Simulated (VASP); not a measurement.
# HfSeS4 (F-43m) in VASP: notebook

Runs on HfSeS4. Level: PBE. Tasks: single point, relaxation of cell and atoms.

All numbers are computed with VASP 6.6.1; they aren't measurements. Logs are shortened: lines on timing, memory, paths and dates and some standing lists are left out, and cuts for length are marked.

### 1 The cell of the first run

Symmetry: F-43m, No. 216, cubic system. Conventional cell: a = 8.317 Å, b = 8.317 Å, c = 8.317 Å, α = 90.00°, β = 90.00°, γ = 90.00°. Within 4.6 Å of Hf (site symmetry -43m) lie 12 S at 3.52 Å and 6 Se at 4.16 Å. Se (site symmetry -43m) has 4 S at 1.48 Å within 2.0 Å. S (site symmetry 3m) has 1 Se at 1.48 Å within 2.0 Å.

The cell was built from a structure type or drawn by symmetry, and may not be a known phase.

### 2 Single point, PBE

Input file INCAR:

```
PREC = Accurate
ENCUT = 520
EDIFF = 1E-6
ISMEAR = 0
SIGMA = 0.1
LREAL = F
LASPH = T
NELM = 60
ALGO = Normal
ISIF = 2
LWAVE = F
LCHARG = F
GGA = PE
NBANDS = 29
```

Input file KPOINTS:

```
regular mesh
0
Gamma
  4 4 4
```

Input file POSCAR:

```
HfSeS4
1.0
    0.0000000000      4.1586190500      4.1586190500
    4.1586190500      0.0000000000      4.1586190500
    4.1586190500      4.1586190500      0.0000000000
Hf Se S
1 1 4
Direct
    0.0000000000      0.0000000000      0.0000000000
    0.5000000000      0.5000000000      0.5000000000
    0.1927543900      0.6024152000      0.6024152000
    0.6024152000      0.6024152000      0.6024152000
    0.6024152000      0.1927543900      0.6024152000
    0.6024152000      0.6024152000      0.1927543900
```

Potentials or basis: VASP PAW PBE potentials, release 64 (Hf_pv, Se, S).

Started as:

```
> cat potpaw_PBE.64/Hf_pv/POTCAR potpaw_PBE.64/Se/POTCAR potpaw_PBE.64/S/POTCAR > POTCAR
> mpirun -np 1 vasp_std > vasp.out
```

OUTCAR:

```text
PREC = Accurate
   ENCUT = 520
   EDIFF = 1E-6
   ISMEAR = 0
   LREAL = F
   LASPH = T
   NELM = 60
   ISIF = 2
   GGA = PE

 ion  position               nearest neighbor table
   1  0.000  0.000  0.000-
   2  0.500  0.500  0.500-   4 1.48   3 1.48   5 1.48   6 1.48
   3  0.193  0.602  0.602-   2 1.48   4 2.41   5 2.41   6 2.41
   4  0.602  0.602  0.602-   2 1.48   3 2.41   5 2.41   6 2.41
   5  0.602  0.193  0.602-   2 1.48   3 2.41   4 2.41   6 2.41
   6  0.602  0.602  0.193-   2 1.48   3 2.41   4 2.41   5 2.41

  LATTYP: Found a face centered cubic cell.
 ALAT       =     8.3172381000

  Lattice vectors:

 A1 = (   0.0000000000,   4.1586190500,   4.1586190500)
 A2 = (   4.1586190500,   0.0000000000,   4.1586190500)
 A3 = (   4.1586190500,   4.1586190500,   0.0000000000)

Analysis of symmetry for initial positions (statically):
=====================================================================
 Subroutine PRICEL returns:
 Original cell was already a primitive cell.

 Routine SETGRP: Setting up the symmetry group for a
 face centered cubic supercell.

 Subroutine GETGRP returns: Found 24 space group operations
 (whereof 24 operations were pure point group operations)
 out of a pool of 48 trial point group operations.

The static configuration has the point symmetry T_d .

Analysis of symmetry for dynamics (positions and initial velocities):
=====================================================================
 Subroutine PRICEL returns:
 Original cell was already a primitive cell.

 Routine SETGRP: Setting up the symmetry group for a
 face centered cubic supercell.

 Subroutine GETGRP returns: Found 24 space group operations
 (whereof 24 operations were pure point group operations)
 out of a pool of 48 trial point group operations.

The dynamic configuration has the point symmetry T_d .

 Subroutine INISYM returns: Found 24 space group operations
 (whereof 24 operations are pure point group operations),
 and found     1 'primitive' translations

----------------------------------------------------------------------------------------

                                     Primitive cell

  volume of cell :     143.8393

  direct lattice vectors                    reciprocal lattice vectors
     0.000000000  4.158619050  4.158619050    -0.120232220  0.120232220  0.120232220
     4.158619050  0.000000000  4.158619050     0.120232220 -0.120232220  0.120232220
     4.158619050  4.158619050  0.000000000     0.120232220  0.120232220 -0.120232220

  length of vectors
[... 77 lines left out ...]
   IBRION =     -1    ionic relax: 0-MD 1-quasi-New 2-CG
   NFREE  =      0    steps in history (QN), initial steepest desc. (CG)
   ISIF   =      2    stress and relaxation
   ISYM   =      2    0-nonsym 1-usesym 2-fastsym
   POTIM  = 0.5000    time-step for ionic-motion
   TEBEG  =    0.0;   TEEND  =   0.0 temperature during run
   PSTRESS=    0.0 pullay stress
   NELECT =      40.0000    total number of electrons
   NUPDOWN=      -1.0000    fix difference up-down
   EMIN   =  10.00;   EMAX   =-10.00  energy-range for DOS
   EFERMI =   0.00;   METHOD = LEGACY
   ISMEAR =     0;   SIGMA  =   0.10  broadening in eV -4-tet -1-fermi 0-gaus
   EFERMI_NEDOS =   21; number of points for ismear=-14 and -15
   IALGO  =     38    algorithm
   IMIX   =      4    mixing-type and parameters
     AMIX     =   0.40;   BMIX     =  1.00
     AMIX_MAG =   1.60;   BMIX_MAG =  1.00
  volume/ion in A,a.u.               =      23.97       161.78
  Fermi-wavevector in a.u.,A,eV,Ry     =   1.068568  2.019302 15.535657  1.141839
  Thomas-Fermi vector in A             =   2.204221
   LORBIT       =      0    0 simple, 1 ext, 2 COOP (PROOUT), +10 PAW based schemes
   GGA     = PE    functional components
   LHFCALC =     F    Hartree Fock is set to
   AEXX    =    0.0000 exact exchange contribution
   IVDW    =     0    specifies the selected vdW correction
   LEPSILON=     F    determine dielectric tensor
   LRPA    =     F    only Hartree local field effects (RPA)
 non-spin polarized calculation
 Gauss-broadening in eV      SIGMA  =   0.10
  energy-cutoff  :      520.00
  volume of cell :      143.84
 maximum number of plane-waves:      3895
 NGX is ok and might be reduce to    48
   NGX = 21   NGY = 21   NGZ = 21

 number of electron      40.0000002 magnetization

 Free energy of the ion-electron system (eV)
  ---------------------------------------------------
  ext. energy  EPLUGINS =         0.00000000
  ---------------------------------------------------
  free energy    TOTEN  =        32.70071369 eV

  energy without entropy =       32.70793701  energy(sigma->0) =       32.70432535

 E-fermi :   4.1728     XC(G=0):  -8.7308

 val. band max:        4.0976887715   @ k =  -0.2500   0.5000   0.2500
 cond. band min:       4.2895049549   @ k =  -0.2500   0.2500   0.0000
 fundamental gap:      0.1918161835
 Fermi energy:         4.1728445163

 k-point     1 :       0.0000    0.0000    0.0000
  band No.  band energies     occupation
      1     -29.5793      2.00000
      2     -29.5793      2.00000
      3     -29.5793      2.00000
      4     -22.6904      2.00000
      5     -13.3402      2.00000
      6     -13.3402      2.00000
[... 245 lines left out ...]
     28       8.4584      0.00000
     29       9.3073      0.00000

------------------------ aborting loop because EDIFF is reached ----------------------------------------

  FORCE on cell =-STRESS in cart. coord.  units (eV):
  Direction    XX          YY          ZZ          XY          YZ          ZX
  --------------------------------------------------------------------------------------
  -------------------------------------------------------------------------------------
  Total      140.8388735    140.8388735    140.8388735     -0.0000000     -0.0000000     -0.0000000
  in kB     1568.7571322   1568.7571322   1568.7571322     -0.0000000     -0.0000000     -0.0000000
  external PRESSURE =    1568.7571322 kB  Pullay stress =       0.0000000 kB

 VOLUME and BASIS-vectors are now :
 -----------------------------------------------------------------------------
  energy-cutoff  :      520.00
  volume of cell :      143.84
      direct lattice vectors                 reciprocal lattice vectors
     0.000000000  4.158619050  4.158619050    -0.120232220  0.120232220  0.120232220
     4.158619050  0.000000000  4.158619050     0.120232220 -0.120232220  0.120232220
     4.158619050  4.158619050  0.000000000     0.120232220  0.120232220 -0.120232220

 POSITION                                       TOTAL-FORCE (eV/Angst)
 -----------------------------------------------------------------------------------
      0.00000      0.00000      0.00000         0.000000      0.000000      0.000000
      4.15862      4.15862      4.15862         0.000000      0.000000      0.000000
      5.01043      3.30681      3.30681        42.659094    -42.659094    -42.659094
      5.01043      5.01043      5.01043        42.659094     42.659094     42.659094
      3.30681      5.01043      3.30681       -42.659094     42.659094    -42.659094
      3.30681      3.30681      5.01043       -42.659094    -42.659094     42.659094
 -----------------------------------------------------------------------------------
    total drift:                                0.000053      0.000053      0.000053

  FREE ENERGIE OF THE ION-ELECTRON SYSTEM (eV)
  ---------------------------------------------------
  free  energy   TOTEN  =        32.7007136916 eV

  energy  without entropy=       32.7079370108  energy(sigma->0) =       32.70432535
```

It took 36 s on 1 thread of AMD EPYC 9R45 (Zen 5), shared host; peak memory 0.29 GiB.

What came out:

* Free energy: 32.7007 eV
* Pressure: 156.9 GPa
* Largest force: 73.888 eV/Å
* Band gap on the k mesh: 0.19 eV (least direct gap 0.29 eV)

Forces on the atoms (eV/Å):
```
Hf    0.000   0.000   0.000
Se    0.000   0.000   0.000
S    42.659 -42.659 -42.659
S    42.659  42.659  42.659
S   -42.659  42.659 -42.659
S   -42.659 -42.659  42.659
```

Caveat: atoms lie so close that the PAW spheres overlap strongly, which falsifies energies and pressures; the cell stands under pressure; spin-orbit coupling is left out, which moves the levels of the heavy elements; forces of over 1 eV/Å act on the atoms, so gaps and moduli don't describe the material at rest. A k mesh can miss the band edges.

### 3 Single point, PBE

This run uses another cell than the first one, of 29.99 Å³/atom.

Input file INCAR:

```
SYSTEM = HfSeS4
PREC = Accurate
ENCUT = 520
EDIFF = 1E-7
ISMEAR = 0
SIGMA = 0.1
LREAL = .False.
LASPH = .True.
NELM = 80
ALGO = Normal
ISIF = 2
LWAVE = .False.
LCHARG = .False.
GGA = PE
NBANDS = 29
```

Input file KPOINTS:

```
Automatic mesh
0
Gamma
  4 4 4
  0 0 0
```

Input file POSCAR:

```
HfSeS4
1.0
    0.0000000000      4.4807314197      4.4807314197
    4.4807314197      0.0000000000      4.4807314197
    4.4807314197      4.4807314197      0.0000000000
Hf Se S
1 1 4
Direct
    0.0000000000      0.0000000000      0.0000000000
    0.5000000000      0.5000000000      0.5000000000
    0.0780540023      0.6406486659      0.6406486659
    0.6406486659      0.6406486659      0.6406486659
    0.6406486659      0.0780540023      0.6406486659
    0.6406486659      0.6406486659      0.0780540023
```

Potentials or basis: VASP PAW PBE potentials, release 64 (Hf_pv, Se, S).

Started as:

```
> cat potpaw_PBE.64/Hf_pv/POTCAR potpaw_PBE.64/Se/POTCAR potpaw_PBE.64/S/POTCAR > POTCAR
> mpirun -np 1 vasp_std > vasp.out
```

OUTCAR:

```text
SYSTEM = HfSeS4
   PREC = Accurate
   ENCUT = 520
   EDIFF = 1E-7
   ISMEAR = 0
   LREAL = .False.
   LASPH = .True.
   NELM = 80
   ISIF = 2
   GGA = PE

 ion  position               nearest neighbor table
   1  0.000  0.000  0.000-
   2  0.500  0.500  0.500-   3 2.18   5 2.18   6 2.18   4 2.18
   3  0.078  0.641  0.641-   2 2.18   4 2.77   5 2.77   6 2.77
   4  0.641  0.641  0.641-   2 2.18   3 2.77   5 2.77   6 2.77
   5  0.641  0.078  0.641-   2 2.18   3 2.77   4 2.77   6 2.77
   6  0.641  0.641  0.078-   2 2.18   3 2.77   4 2.77   5 2.77

  LATTYP: Found a face centered cubic cell.
 ALAT       =     8.9614628394

  Lattice vectors:

 A1 = (   0.0000000000,   4.4807314197,   4.4807314197)
 A2 = (   4.4807314197,   0.0000000000,   4.4807314197)
 A3 = (   4.4807314197,   4.4807314197,   0.0000000000)

Analysis of symmetry for initial positions (statically):
=====================================================================
 Subroutine PRICEL returns:
 Original cell was already a primitive cell.

[... 160 lines left out ...]
 E-fermi :   2.3772     XC(G=0):  -8.1108

 val. band max:        2.3611222496   @ k =   0.2500   0.0000   0.0000
 cond. band min:       2.3879922891   @ k =   0.5000   0.0000   0.0000
 fundamental gap:      0.0268700396
 Fermi energy:         2.3772206613

 k-point     1 :       0.0000    0.0000    0.0000
  band No.  band energies     occupation
      1     -31.4997      2.00000
      2     -31.4997      2.00000
      3     -31.4997      2.00000
      4     -14.9186      2.00000
      5     -10.2509      2.00000
      6     -10.2509      2.00000
[... 245 lines left out ...]
     28       6.0423      0.00000
     29       6.7443      0.00000

------------------------ aborting loop because EDIFF is reached ----------------------------------------

  FORCE on cell =-STRESS in cart. coord.  units (eV):
  Direction    XX          YY          ZZ          XY          YZ          ZX
  --------------------------------------------------------------------------------------
  -------------------------------------------------------------------------------------
  Total       -0.3454697     -0.3454697     -0.3454697      0.0000000      0.0000000     -0.0000000
  in kB       -3.0764069     -3.0764069     -3.0764069      0.0000000      0.0000000     -0.0000000
  external PRESSURE =      -3.0764069 kB  Pullay stress =       0.0000000 kB

 VOLUME and BASIS-vectors are now :
 -----------------------------------------------------------------------------
  energy-cutoff  :      520.00
  volume of cell :      179.92
      direct lattice vectors                 reciprocal lattice vectors
     0.000000000  4.480731420  4.480731420    -0.111588924  0.111588924  0.111588924
     4.480731420  0.000000000  4.480731420     0.111588924 -0.111588924  0.111588924
     4.480731420  4.480731420  0.000000000     0.111588924  0.111588924 -0.111588924

 POSITION                                       TOTAL-FORCE (eV/Angst)
 -----------------------------------------------------------------------------------
      0.00000      0.00000      0.00000        -0.000000     -0.000000     -0.000000
      4.48073      4.48073      4.48073         0.000000     -0.000000     -0.000000
      5.74115      3.22031      3.22031        -0.005344      0.005344      0.005344
      5.74115      5.74115      5.74115        -0.005344     -0.005344     -0.005344
      3.22031      5.74115      3.22031         0.005344     -0.005344      0.005344
      3.22031      3.22031      5.74115         0.005344      0.005344     -0.005344
 -----------------------------------------------------------------------------------
    total drift:                                0.000000      0.000000      0.000000

  FREE ENERGIE OF THE ION-ELECTRON SYSTEM (eV)
  ---------------------------------------------------
  free  energy   TOTEN  =       -23.2009543577 eV

  energy  without entropy=      -23.1763950472  energy(sigma->0) =      -23.18867470
```

OSZICAR:

```text
N       E                     dE             d eps       ncg     rms          rms(c)
DAV:   1     0.221743019740E+03    0.22174E+03   -0.17491E+04   488   0.116E+03
DAV:   2    -0.788003305510E+01   -0.22962E+03   -0.21998E+03   630   0.237E+02
DAV:   3    -0.288535581064E+02   -0.20974E+02   -0.20640E+02   579   0.633E+01
[... 11 lines left out ...]
DAV:  15    -0.232009556404E+02    0.14763E-04   -0.38304E-05   625   0.137E-02    0.931E-03
DAV:  16    -0.232009550123E+02    0.62810E-06   -0.16642E-05   649   0.962E-03    0.611E-03
DAV:  17    -0.232009545411E+02    0.47129E-06   -0.72038E-07   442   0.247E-03    0.351E-03
DAV:  18    -0.232009543767E+02    0.16434E-06   -0.28329E-07   371   0.181E-03    0.122E-03
DAV:  19    -0.232009543577E+02    0.19006E-07   -0.17711E-07   292   0.108E-03
   1 F= -.23200954E+02 E0= -.23188675E+02  d E =-.245593E-01
```

Wall time 44 s (1 thread of AMD EPYC 9R45 (Zen 5), shared host); peak memory 0.3 GiB.

Results:

| Property | Result |
| --- | --- |
| Free energy | -23.2010 eV |
| Pressure | -0.3 GPa |
| Largest force | 0.009 eV/Å |
| Band gap on the k mesh | zero (bands 20 and 21 overlap by 0.30 eV) |

Forces on the atoms (eV/Å):
```
Hf   0.000  0.000  0.000
Se   0.000  0.000  0.000
S   -0.005  0.005  0.005
S   -0.005 -0.005 -0.005
S    0.005 -0.005  0.005
S    0.005  0.005 -0.005
```

Caveat: spin-orbit coupling is left out, which moves the levels of the heavy elements.

### 4 Relaxation of cell and atoms, PBE

Input file INCAR:

```
PREC = Accurate ; ENCUT = 600
EDIFF = 1E-6 ; ISMEAR = 0
SIGMA = 0.1 ; LREAL = False
LASPH = True ; NELM = 60
ALGO = Normal ; ISIF = 3
LWAVE = False ; LCHARG = False
GGA = PE ; IBRION = 2
NSW = 90 ; EDIFFG = -0.04
```

Input file KPOINTS:

```
Automatic mesh
0
Gamma
  4 4 4
```

Input file POSCAR:

```
HfSeS4
1.0
    0.0000000000      4.1586190500      4.1586190500
    4.1586190500      0.0000000000      4.1586190500
    4.1586190500      4.1586190500      0.0000000000
Hf Se S
1 1 4
Direct
    0.0000000000      0.0000000000      0.0000000000
    0.5000000000      0.5000000000      0.5000000000
    0.1927543900      0.6024152000      0.6024152000
    0.6024152000      0.6024152000      0.6024152000
    0.6024152000      0.1927543900      0.6024152000
    0.6024152000      0.6024152000      0.1927543900
```

Started as:

```
> cat potpaw_PBE.64/Hf_pv/POTCAR potpaw_PBE.64/Se/POTCAR potpaw_PBE.64/S/POTCAR > POTCAR
> mpirun -np 1 vasp_std > vasp.out
```

Wall time 25 min (1 thread of AMD EPYC 9R45 (Zen 5), shared host); peak memory 0.33 GiB.

Results (log left out):

- Free energy: -26.4249 eV
- Relaxed volume: 32.62 Å³/atom
- Relaxed cell: a = 6.517 Å, b = 6.517 Å, c = 6.517 Å, α = 60.00°, β = 60.00°, γ = 60.00°
- Space group after relaxing (to 0.1 Å): F-43m (No. 216)
- Pressure after relaxing: 0.0 GPa
- Largest force after relaxing: 0.012 eV/Å
- Band gap on the k mesh: zero (bands 20 and 21 overlap by 0.19 eV)

Forces on the atoms (eV/Å):
```
Hf   0.000  0.000  0.000
Se   0.000  0.000  0.000
S    0.007 -0.007 -0.007
S    0.007  0.007  0.007
S   -0.007  0.007 -0.007
S   -0.007 -0.007  0.007
```

Final structure:
```cif
data_structure
_symmetry_space_group_name_H-M 'P 1'
_symmetry_Int_Tables_number 1
_cell_length_a 6.5169
_cell_length_b 6.5169
_cell_length_c 6.5169
_cell_angle_alpha 60.000
_cell_angle_beta 60.000
_cell_angle_gamma 60.000
_cell_volume 195.71
loop_
_atom_site_label
_atom_site_type_symbol
_atom_site_fract_x
_atom_site_fract_y
_atom_site_fract_z
_atom_site_occupancy
Hf1 Hf 0.00000 0.00000 0.00000 1
Se1 Se 0.50000 0.50000 0.50000 1
S1 S 0.44378 0.85207 0.85207 1
S2 S 0.85207 0.85207 0.85207 1
S3 S 0.85207 0.44378 0.85207 1
S4 S 0.85207 0.85207 0.44378 1
```

Levels at points of the mesh, in eV from the Fermi level:
| k point | band 16 | band 17 | band 18 | band 19 | band 20 | band 21 | band 22 | band 23 | band 24 |
| --- | --- | --- | --- | --- | --- | --- | --- | --- | --- |
| (0.00, 0.00, 0.00) | -0.86 | -0.86 | -0.10 | -0.10 | -0.10 | 0.51 | 0.51 | 0.51 | 3.29 |
| (0.50, 0.00, 0.00) | -0.95 | -0.87 | -0.44 | -0.44 | -0.24 | 0.22 | 0.22 | 0.52 | 3.38 |
| (0.50, 0.50, 0.00) | -1.21 | -0.81 | -0.81 | -0.25 | -0.20 | -0.20 | 0.64 | 0.64 | 3.44 |

Caveat: the volume moved by over 15 % at a fixed basis, so the end points are rough; spin-orbit coupling is left out, which moves the levels of the heavy elements.

### 5 The runs side by side

| task | cell | cutoff (eV) | gap on the mesh (eV) | pressure (GPa) | largest force (eV/Å) |
| --- | --- | --- | --- | --- | --- |
| single point | a = 5.881 Å, angles 60.0°, 6 atoms, atomic positions A | 520 | 0.19 | 156.9 | 73.89 |
| single point | a = 6.337 Å, angles 60.0°, 6 atoms, atomic positions B | 520 | none | -0.3 | 0.01 |
| relaxation of cell and atoms | relaxed from a = 5.881 Å, angles 60.0°, 6 atoms, atomic positions A | 600 | none | 0.0 | 0.01 |

Alike in all rows: level PBE; potentials or basis VASP PAW PBE potentials, release 64 (Hf_pv, Se, S); no spin polarisation; k mesh 4 × 4 × 4; smearing gaussian 0.1 eV.

Caveats: spin-orbit coupling is left out, which moves the levels of the heavy elements; atoms lie so close that the PAW spheres overlap strongly, which falsifies energies and pressures (at least some runs); the cell stands under pressure (at least some runs); forces of over 1 eV/Å act on the atoms, so gaps and moduli don't describe the material at rest (at least some runs); the volume moved by over 15 % at a fixed basis, so the end points are rough (at least some runs).

Absolute energies hang on the potentials; compare differences alone.
